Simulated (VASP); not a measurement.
Input of a VASP 6.6.1 run:

File INCAR:

```
  ALGO = Normal
  EDIFF = 1E-7
  ENCUT = 520
  GGA = PE
  ISIF = 2
  ISMEAR = -1
  LASPH = T
  LCHARG = F
  LREAL = F
  LWAVE = F
  NBANDS = 12
  NELM = 60
  PREC = Accurate
  SIGMA = 0.1
```

Contents of KPOINTS:

```
k-points
0
Gamma
  17 17 17
```

File POSCAR:

```
Au
1.0
    0.0000000000      1.9365966549      1.9365966549
    1.9365966549      0.0000000000      1.9365966549
    1.9365966549      1.9365966549      0.0000000000
Au
1
Direct
    0.0000000000      0.0000000000      0.0000000000
```

Potentials or basis: VASP PAW PBE potentials, release 64 (Au).

Launch:

```sh
$ cat potpaw_PBE.64/Au/POTCAR > POTCAR
$ mpirun -np 1 vasp_std > vasp.out
```

**Question.** Estimate the pressure.

**Answer.** 54.6 GPa.

**Question.** Estimate the band gap on the k mesh.

**Answer.** Zero (an odd number of electrons rules out a gap without spin polarisation).

Caveat: the cell stands under pressure; spin-orbit coupling is left out, which moves the levels of the heavy elements.
